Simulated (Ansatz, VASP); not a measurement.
## Zr in VASP and in Ansatz

The input INCAR:

```
SYSTEM = Zr
  ALGO = Normal
  EDIFF = 1E-6
  ENCUT = 520
  GGA = PE
  ISIF = 2
  ISMEAR = 0
  LASPH = .TRUE.
  LCHARG = .TRUE.
  LELF = .TRUE.
  LREAL = .FALSE.
  LVHAR = .TRUE.
  LWAVE = .FALSE.
  NBANDS = 19
  NELM = 60
  PREC = Accurate
  SIGMA = 0.1
```

KPOINTS

```
k-points
0
G
  15 15 8
  0 0 0
```

POSCAR

```
Zr
1.0
    3.1529837101      0.0000000000      0.0000000000
   -1.5764918550      2.7305639906      0.0000000000
    0.0000000000      0.0000000000      5.0084380954
Zr
2
Direct
    0.3333333333      0.6666666667      0.2500000000
    0.6666666667      0.3333333333      0.7500000000
```

Input for Ansatz:

```yaml
crystal:
  lattice:
    - [3.1529837101, 0.0, 0.0]
    - [-1.576491855, 2.7305639906, 0.0]
    - [0.0, 0.0, 5.0084380954]
  atoms:
    - { symbol: Zr, position: [0.3333333333, 0.6666666667, 0.25] }
    - { symbol: Zr, position: [0.6666666667, 0.3333333333, 0.75] }
basis:
  ecutwfc: 420
kpoints:
  mp_grid: { grid: [15, 15, 8] }
hamiltonian:
  xc: pbe
scf:
  occupations: { method: gaussian, width: 0.1 }
output:
  forces: true
  stress: true
  eigenvalues: true
  populations: true
```

Alike in both runs: task single point; functional PBE; k mesh 15 × 15 × 8; occupations gaussian, width 0.1 eV; no spin polarisation.

|  | VASP | Ansatz |
| --- | --- | --- |
| version | VASP 6.6.1 | Ansatz 0.2.0 |
| potentials or method | VASP PAW PBE potentials, release 64 (Zr_sv), cutoff 520 eV | scalar-relativistic, plane waves, PAW |
| valence electrons in the cell | 24 | 24 |

```tsv
	VASP	Ansatz	Ansatz less VASP
gap on the k mesh at the Fermi level (eV)	none	none	-
pressure (GPa)	8.8	8.8	-0.02
traceless stress, the component that is largest in VASP (GPa)	1.20	1.20	+0.007
```

A gap of «none» marks a metal or a gap that the smearing closes. The functional is the same, so the differences come from potentials, cutoffs and numerics.
